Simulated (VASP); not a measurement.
# CsH (Immm) in VASP: a series of runs

CsH is run at these levels: r2SCAN; tasks: single point.

All numbers are computed with VASP 6.6.1; they aren't measurements. Logs are shortened: lines on timing, memory, paths and dates and some standing lists are left out, and cuts for length are marked.

**1. The cell of the first run**

The structure is orthorhombic, space group Immm (No. 71). The conventional cell has a = 4.170 Å, b = 4.847 Å, c = 6.376 Å, α = 90.00°, β = 90.00°, γ = 90.00°. Within 4.2 Å of Cs (site symmetry mmm) lie 6 H at 3.19 to 3.20 Å and 2 Cs at 4.17 Å. Within 4.2 Å of H (site symmetry mmm) lie 6 Cs at 3.19 to 3.20 Å and 2 H at 4.17 Å.

**2. Single point, r2SCAN (strain -0.1500 x Voigt [0, 0, 0, 0, 0, 1])**

The input, POSCAR:

```
CsH
1.0
   -0.2391000000      3.1880000000      3.1880000000
    3.1880000000     -0.2391000000      3.1880000000
    2.9489000000      2.9489000000      0.0000000000
Cs H
1 1
Direct
    0.0000000000      0.0000000000      0.0000000000
    0.5000000000      0.5000000000      0.5000000000
```

The input, INCAR.step1:

```
SYSTEM = CsH
PREC = Accurate ; ENCUT = 520
ISMEAR = 0 ; SIGMA = 0.05
LREAL = .FALSE. ; LASPH = .TRUE.
NELM = 100 ; NBANDS = 12
GGA = PE ; ALGO = Normal
EDIFF = 1E-4 ; LWAVE = .TRUE.
LCHARG = .FALSE.
```

The input, INCAR.step2:

```
SYSTEM = CsH
PREC = Accurate ; ENCUT = 520
EDIFF = 1E-6 ; ISMEAR = 0
SIGMA = 0.05 ; LREAL = .FALSE.
LASPH = .TRUE. ; NELM = 100
ALGO = Normal ; ISIF = 2
LWAVE = .FALSE. ; LCHARG = .FALSE.
METAGGA = R2SCAN ; LMIXTAU = .TRUE.
NBANDS = 12 ; ISTART = 1
```

The input, KPOINTS:

```
Automatic mesh
0
G
  6 6 6
  0 0 0
```

Potentials or basis: VASP PAW PBE potentials, release 64 (Cs_sv, H).

Started as:

```console
> cat potpaw_PBE.64/Cs_sv/POTCAR potpaw_PBE.64/H/POTCAR > POTCAR
> cp INCAR.step1 INCAR
> mpirun -np 1 vasp_std > vasp.out
> cp INCAR.step2 INCAR
> mpirun -np 1 vasp_std > vasp.out
```

OUTCAR:

```text
SYSTEM = CsH
   PREC = Accurate
   ENCUT = 520
   EDIFF = 1E-6
   ISMEAR = 0
   LREAL = .FALSE.
   LASPH = .TRUE.
   NELM = 100
   ISIF = 2
   METAGGA = R2SCAN
   ISTART = 1

 ion  position               nearest neighbor table
   1  0.000  0.000  0.000-
   2  0.500  0.500  0.500-

  LATTYP: Found a body centered orthorhombic cell.
 ALAT       =     4.1703743741
 B/A-ratio  =     1.1621621622
 C/A-ratio  =     1.5288795269

  Lattice vectors:

 A1 = (   0.2391000000,  -3.1880000000,  -3.1880000000)
 A2 = (  -0.2391000000,   3.1880000000,  -3.1880000000)
 A3 = (   3.1880000000,  -0.2391000000,   3.1880000000)

Analysis of symmetry for initial positions (statically):
=====================================================================
 Subroutine PRICEL returns:
 Original cell was already a primitive cell.

 Routine SETGRP: Setting up the symmetry group for a
 body centered orthorhombic supercell.

 Subroutine GETGRP returns: Found  8 space group operations
 (whereof  8 operations were pure point group operations)
 out of a pool of  8 trial point group operations.

The static configuration has the point symmetry D_2h.

Analysis of symmetry for dynamics (positions and initial velocities):
=====================================================================
 Subroutine PRICEL returns:
 Original cell was already a primitive cell.

 Routine SETGRP: Setting up the symmetry group for a
 body centered orthorhombic supercell.

 Subroutine GETGRP returns: Found  8 space group operations
 (whereof  8 operations were pure point group operations)
 out of a pool of  8 trial point group operations.

The dynamic configuration has the point symmetry D_2h.

 Subroutine INISYM returns: Found  8 space group operations
 (whereof  8 operations are pure point group operations),
 and found     1 'primitive' translations

----------------------------------------------------------------------------------------

                                     Primitive cell

  volume of cell :      64.4370

  direct lattice vectors                    reciprocal lattice vectors
    -0.239100000  3.188000000  3.188000000    -0.145895947  0.145895947  0.156838143
     3.188000000 -0.239100000  3.188000000     0.145895947 -0.145895947  0.156838143
     2.948900000  2.948900000  0.000000000     0.169554749  0.169554749 -0.156838143

  length of vectors
     4.514848481  4.514848481  4.170374374     0.259170712  0.259170712  0.286523697

  position of ions in fractional coordinates (direct lattice)
     0.000000000  0.000000000  0.000000000
     0.500000000  0.500000000  0.500000000

  ion indices of the primitive-cell ions
   primitive index   ion index
                 1           1
                 2           2

----------------------------------------------------------------------------------------

 KPOINTS: Automatic mesh

Automatic generation of k-mesh.
 Grid dimensions read from file:
 generate k-points for:    6    6    6

 Generating k-lattice:

  Cartesian coordinates                     Fractional coordinates (reciprocal lattice)
    -0.024315991  0.024315991  0.026139691     0.166666667  0.000000000  0.000000000
     0.024315991 -0.024315991  0.026139691     0.000000000  0.166666667  0.000000000
     0.028259125  0.028259125 -0.026139691     0.000000000  0.000000000  0.166666667

  Length of vectors
     0.043195119  0.043195119  0.047753950

  Shift w.r.t. Gamma in fractional coordinates (k-lattice)
     0.000000000  0.000000000  0.000000000

 Subroutine IBZKPT returns following result:
 ===========================================

 Found     46 irreducible k-points:

 Following reciprocal coordinates:
            Coordinates               Weight
  0.000000  0.000000  0.000000      1.000000
  0.166667 -0.000000  0.000000      4.000000
  0.333333 -0.000000  0.000000      4.000000
  0.500000 -0.000000  0.000000      2.000000
  0.166667  0.166667  0.000000      2.000000
  0.333333  0.166667  0.000000      4.000000
[... 16 lines left out ...]
 -0.166667  0.333333  0.166667      4.000000
  0.500000  0.500000  0.166667      4.000000
 [... further k-points ...]
   k-points           NKPTS =     46   k-points in BZ     NKDIM =     46   number of bands    NBANDS=     12
   number of dos      NEDOS =    301   number of ions     NIONS =      2
   total plane-waves  NPLWV =  41472
   dimension x,y,z NGX =    36 NGY =   36 NGZ =   32
   dimension x,y,z NGXF=    72 NGYF=   72 NGZF=   64
   ions per type =               1   1
   NGX,Y,Z   is equivalent  to a cutoff of  13.26, 13.26, 12.76 a.u.
   NGXF,Y,Z  is equivalent  to a cutoff of  26.51, 26.51, 25.51 a.u.
 SYSTEM =  CsH
   PREC   = accura    normal or accurate (medium, high low for compatibility)
   ISTART =      1    job   : 0-new  1-cont  2-samecut
   ICHARG =      0    charge: 1-file 2-atom 10-const
   ISPIN  =      1    spin polarized calculation?
   LNONCOLLINEAR =      F non collinear calculations
   LSORBIT =      F    spin-orbit coupling
   LASPH  =      T    aspherical Exc in radial PAW
   ENCUT  =  520.0 eV  38.22 Ry    6.18 a.u.   8.39  8.39  7.75*2*pi/ulx,y,z
   NELM   =    100;   NELMIN=  2; NELMDL=  0     # of ELM steps
   EDIFF  = 0.1E-05   stopping-criterion for ELM
   LREAL  =      F    real-space projection
   EDIFFG = 0.1E-04   stopping-criterion for IOM
   NSW    =      0    number of steps for IOM
   IBRION =     -1    ionic relax: 0-MD 1-quasi-New 2-CG
   NFREE  =      0    steps in history (QN), initial steepest desc. (CG)
   ISIF   =      2    stress and relaxation
   ISYM   =      2    0-nonsym 1-usesym 2-fastsym
   POTIM  = 0.5000    time-step for ionic-motion
   TEBEG  =    0.0;   TEEND  =   0.0 temperature during run
   PSTRESS=    0.0 pullay stress
   NELECT =      10.0000    total number of electrons
   NUPDOWN=      -1.0000    fix difference up-down
   EMIN   =  10.00;   EMAX   =-10.00  energy-range for DOS
   EFERMI =   0.00;   METHOD = LEGACY
   ISMEAR =     0;   SIGMA  =   0.05  broadening in eV -4-tet -1-fermi 0-gaus
   EFERMI_NEDOS =   21; number of points for ismear=-14 and -15
   IALGO  =     38    algorithm
   IMIX   =      4    mixing-type and parameters
     AMIX     =   0.40;   BMIX     =  1.00
     AMIX_MAG =   1.60;   BMIX_MAG =  1.00
  volume/ion in A,a.u.               =      32.22       217.42
  Fermi-wavevector in a.u.,A,eV,Ry     =   0.879758  1.662501 10.530552  0.773974
  Thomas-Fermi vector in A             =   2.000025
   LORBIT       =      0    0 simple, 1 ext, 2 COOP (PROOUT), +10 PAW based schemes
   METAGGA = R2SCAN    functional components
   LHFCALC =     F    Hartree Fock is set to
   AEXX    =    0.0000 exact exchange contribution
   IVDW    =     0    specifies the selected vdW correction
   LEPSILON=     F    determine dielectric tensor
   LRPA    =     F    only Hartree local field effects (RPA)
 non-spin polarized calculation
 Gauss-broadening in eV      SIGMA  =   0.05
  energy-cutoff  :      520.00
  volume of cell :       64.44
 maximum number of plane-waves:      1753
 NGX is ok and might be reduce to    36
   NGX = 17   NGY = 17   NGZ = 15

 number of electron       9.9999999 magnetization

 Free energy of the ion-electron system (eV)
  ---------------------------------------------------
  ext. energy  EPLUGINS =         0.00000000
  ---------------------------------------------------
  free energy    TOTEN  =       -28.96636447 eV

  energy without entropy =      -28.96636447  energy(sigma->0) =      -28.96636447

 E-fermi :   0.2228     XC(G=0):  -7.5867

 val. band max:       -0.0449654975   @ k =   0.0000   0.0000   0.5000
 cond. band min:       2.5716283854   @ k =   0.5000  -0.0000   0.0000
 fundamental gap:      2.6165938828
 Fermi energy:         0.2227887628

 k-point     1 :       0.0000    0.0000    0.0000
  band No.  band energies     occupation
      1     -22.2175      2.00000
      2      -8.3134      2.00000
      3      -8.3036      2.00000
      4      -8.2108      2.00000
      5      -1.7456      2.00000
      6       4.9513      0.00000
      7       5.1964      0.00000
      8       6.3458      0.00000
      9       6.5572      0.00000
     10       7.6493      0.00000
     11       7.6769      0.00000
     12       9.0940      0.00000

 k-point     2 :       0.1667   -0.0000    0.0000
  band No.  band energies     occupation
      1     -22.2015      2.00000
      2      -8.5241      2.00000
      3      -8.3136      2.00000
      4      -8.2321      2.00000
      5      -1.3714      2.00000
      6       4.3594      0.00000
      7       5.2219      0.00000
      8       6.3604      0.00000
      9       6.4433      0.00000
     10       7.2399      0.00000
     11       7.4941      0.00000
     12      10.2124      0.00000

 k-point     3 :       0.3333   -0.0000    0.0000
  band No.  band energies     occupation
      1     -22.1694      2.00000
      2      -8.9087      2.00000
      3      -8.3249      2.00000
      4      -8.2743      2.00000
      5      -0.5923      2.00000
      6       3.1626      0.00000
      7       5.0645      0.00000
      8       6.1337      0.00000
      9       6.9348      0.00000
     10       7.4592      0.00000
     11       8.2605      0.00000
     12      11.3093      0.00000
[... 286 lines left out ...]
 k-point    23 :      -0.1667    0.3333    0.1667
  band No.  band energies     occupation
      1     -22.1378      2.00000
      2      -8.7775      2.00000
      3      -8.6190      2.00000
      4      -8.4524      2.00000
      5      -0.7212      2.00000
      6       4.2010      0.00000
      7       4.2317      0.00000
      8       6.6401      0.00000
      9       7.5825      0.00000
     10       8.0717      0.00000
     11       8.3809      0.00000
     12      10.7676      0.00000

 k-point    24 :       0.5000    0.5000    0.1667
  band No.  band energies     occupation
      1     -22.1097      2.00000
      2      -8.9233      2.00000
      3      -8.5856      2.00000
      4      -8.5815      2.00000
      5      -0.9798      2.00000
      6       3.8867      0.00000
      7       5.1284      0.00000
      8       6.5342      0.00000
      9       7.5254      0.00000
     10       9.0504      0.00000
     11       9.5974      0.00000
     12      10.1315      0.00000

 [... further k-points ...]

------------------------ aborting loop because EDIFF is reached ----------------------------------------

  FORCE on cell =-STRESS in cart. coord.  units (eV):
  Direction    XX          YY          ZZ          XY          YZ          ZX
  --------------------------------------------------------------------------------------
  -------------------------------------------------------------------------------------
  Total        0.0225934      0.0225934     -0.0391587      0.3105669      0.0000000      0.0000000
  in kB        0.5617670      0.5617670     -0.9736509      7.7220148      0.0000000      0.0000000
  external PRESSURE =       0.0499610 kB  Pullay stress =       0.0000000 kB

 VOLUME and BASIS-vectors are now :
 -----------------------------------------------------------------------------
  energy-cutoff  :      520.00
  volume of cell :       64.44
      direct lattice vectors                 reciprocal lattice vectors
    -0.239100000  3.188000000  3.188000000    -0.145895947  0.145895947  0.156838143
     3.188000000 -0.239100000  3.188000000     0.145895947 -0.145895947  0.156838143
     2.948900000  2.948900000  0.000000000     0.169554749  0.169554749 -0.156838143

 POSITION                                       TOTAL-FORCE (eV/Angst)
 -----------------------------------------------------------------------------------
      0.00000      0.00000      0.00000         0.000000      0.000000     -0.000000
      2.94890      2.94890      3.18800        -0.000000      0.000000      0.000000
 -----------------------------------------------------------------------------------
    total drift:                               -0.000000      0.000000      0.000000

  FREE ENERGIE OF THE ION-ELECTRON SYSTEM (eV)
  ---------------------------------------------------
  free  energy   TOTEN  =       -28.9663644661 eV

  energy  without entropy=      -28.9663644661  energy(sigma->0) =      -28.96636447
```

Wall time 71 s (1 thread of Intel Xeon Platinum 8488C (Sapphire Rapids), shared host); peak memory 0.21 GiB.

What came out:

* Free energy: -28.9664 eV
* Pressure: 0.0 GPa
* Band gap on the k mesh: 2.62 eV (least direct gap 2.63 eV)

Caveat: the cell differs from its parent crystal (strain -0.1500 x Voigt [0, 0, 0, 0, 0, 1]); the PAW data sets were made with another functional, which shifts forces and pressure a little; spin-orbit coupling is left out, which moves the levels of the heavy elements.

**3. Single point, r2SCAN (strain +0.1312 x Voigt [0, 0, 0, 0, 0, 1])**

The input, POSCAR:

```
CsH
1.0
    0.2091328000      3.1880000000      3.1880000000
    3.1880000000      0.2091328000      3.1880000000
    3.3971328000      3.3971328000      0.0000000000
Cs H
1 1
Direct
    0.0000000000      0.0000000000      0.0000000000
    0.5000000000      0.5000000000      0.5000000000
```

The input, INCAR.step1:

```
SYSTEM = CsH
PREC     = Accurate       ! precision mode
ENCUT    = 520            ! plane-wave cutoff, eV
ISMEAR   = 0              ! smearing method
SIGMA    = 0.05           ! smearing width, eV
LREAL    = .False.        ! projectors in reciprocal space
LASPH    = .True.         ! aspherical terms in the spheres
NELM     = 100            ! most SCF steps
NBANDS   = 12             ! bands
GGA      = PE             ! functional
ALGO     = Normal         ! electronic algorithm
EDIFF    = 1E-4           ! SCF threshold, eV
LWAVE    = .True.         ! write WAVECAR
LCHARG   = .False.        ! write CHGCAR
```

The input, INCAR.step2:

```
SYSTEM = CsH
PREC     = Accurate       ! precision mode
ENCUT    = 520            ! plane-wave cutoff, eV
EDIFF    = 1E-6           ! SCF threshold, eV
ISMEAR   = 0              ! smearing method
SIGMA    = 0.05           ! smearing width, eV
LREAL    = .False.        ! projectors in reciprocal space
LASPH    = .True.         ! aspherical terms in the spheres
NELM     = 100            ! most SCF steps
ALGO     = Normal         ! electronic algorithm
ISIF     = 2              ! what is computed and relaxed
LWAVE    = .False.        ! write WAVECAR
LCHARG   = .False.        ! write CHGCAR
METAGGA  = R2SCAN         ! meta-GGA
LMIXTAU  = .True.       
NBANDS   = 12             ! bands
ISTART   = 1
```

The input, KPOINTS:

```
regular mesh
0
Gamma
  6 6 6
  0 0 0
```

Potentials or basis: VASP PAW PBE potentials, release 64 (Cs_sv, H).

Started as:

```console
> cat potpaw_PBE.64/Cs_sv/POTCAR potpaw_PBE.64/H/POTCAR > POTCAR
> cp INCAR.step1 INCAR
> mpirun -np 1 vasp_std > vasp.out
> cp INCAR.step2 INCAR
> mpirun -np 1 vasp_std > vasp.out
```

Wall time 74 s (1 thread of Intel Xeon Platinum 8488C (Sapphire Rapids), shared host); peak memory 0.22 GiB.

The run converged. Its results:

- Free energy: -28.9718 eV
- Pressure: 0.0 GPa
- Band gap on the k mesh: 2.62 eV (least direct gap 2.63 eV)

Stress tensor (GPa, compression positive):
```
 0.05 -0.66  0.00
-0.66  0.05  0.00
 0.00  0.00 -0.06
```

Levels at points of the mesh, in eV from the valence-band top:
| k point | band 3 | band 4 | band 5 | band 6 | band 7 | band 8 |
| --- | --- | --- | --- | --- | --- | --- |
| (0.00, 0.00, 0.00) | -8.24 | -8.16 | -1.69 | 5.08 | 5.32 | 6.30 |
| (0.50, 0.00, 0.00) | -8.37 | -8.33 | 0.00 | 2.63 | 4.66 | 5.45 |
| (0.50, 0.50, 0.00) | -8.57 | -8.38 | -1.20 | 3.47 | 6.05 | 8.37 |
| (0.00, 0.00, 0.50) | -8.27 | -8.25 | -0.08 | 2.62 | 4.96 | 5.88 |
| (0.50, 0.00, 0.50) | -8.48 | -8.46 | -1.15 | 3.45 | 6.04 | 8.21 |

Caveat: the cell differs from its parent crystal (strain +0.1312 x Voigt [0, 0, 0, 0, 0, 1]); the PAW data sets were made with another functional, which shifts forces and pressure a little; spin-orbit coupling is left out, which moves the levels of the heavy elements. A k mesh can miss the band edges.
